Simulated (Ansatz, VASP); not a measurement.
One calculation of SiSbTe2, two programs

File INCAR:

```
SYSTEM = SiSbTe2
PREC = Accurate
ENCUT = 520
EDIFF = 1E-6
ISMEAR = 0
SIGMA = 0.1
LREAL = .FALSE.
LASPH = .TRUE.
NELM = 60
ALGO = Normal
ISIF = 2
LWAVE = .FALSE.
LCHARG = .TRUE.
GGA = PE
LELF = .TRUE.
LVHAR = .TRUE.
NBANDS = 18
```

File KPOINTS:

```
regular mesh
0
G
  6 6 4
  0 0 0
```

The input POSCAR:

```
SiSbTe2
1.0
    4.7371838000      0.0000000000      0.0000000000
   -2.3685919000      4.1025215200      0.0000000000
    0.0000000000      0.0000000000      5.9421508100
Si Sb Te
1 1 2
Direct
    0.0000000000      0.0000000000      0.0000000000
    0.0000000000      0.0000000000      0.5000000000
    0.3333333300      0.6666666700      0.0000000000
    0.6666666700      0.3333333300      0.0000000000
```

Input for Ansatz:

```yaml
crystal:
  lattice:
    - [4.7371838, 0.0, 0.0]
    - [-2.3685919, 4.10252152, 0.0]
    - [0.0, 0.0, 5.94215081]
  atoms:
    - { symbol: Si, position: [0.0, 0.0, 0.0] }
    - { symbol: Sb, position: [0.0, 0.0, 0.5] }
    - { symbol: Te, position: [0.33333333, 0.66666667, 0.0] }
    - { symbol: Te, position: [0.66666667, 0.33333333, 0.0] }
basis:
  ecutwfc: 420
kpoints:
  mp_grid: { grid: [6, 6, 4] }
hamiltonian:
  xc: pbe
scf:
  occupations: { method: gaussian, width: 0.1 }
  lower_state_search: "off"
output:
  forces: true
  stress: true
  eigenvalues: true
```

Alike in both runs: task single point; functional PBE; k mesh 6 × 6 × 4; occupations gaussian, width 0.1 eV; no spin polarisation.

```csv
,VASP,Ansatz
version,VASP 6.6.1,Ansatz 0.2.0
potentials or method,"VASP PAW PBE potentials, release 64 (Si, Sb, Te), cutoff 520 eV","scalar-relativistic, plane waves, PAW"
valence electrons in the cell,21,51
```

Ansatz gave:

| Item | Value |
| --- | --- |
| gap on the k mesh at the Fermi level (eV) | none |
| pressure (GPa) | 11.3 |
| traceless stress, the component that is largest in VASP (GPa) | -16.14 |

Q: What did VASP give for the same quantities?

A: gap on the k mesh at the Fermi level (eV): none; pressure (GPa): 11.4; traceless stress, the component that is largest in VASP (GPa): -16.24.

A gap of «none» marks a metal or a gap that the smearing closes. VASP's potentials hold 21 valence electrons a cell and Ansatz's 51, so a difference there can come from the potentials and not from the codes.

Spin-orbit coupling is off throughout.
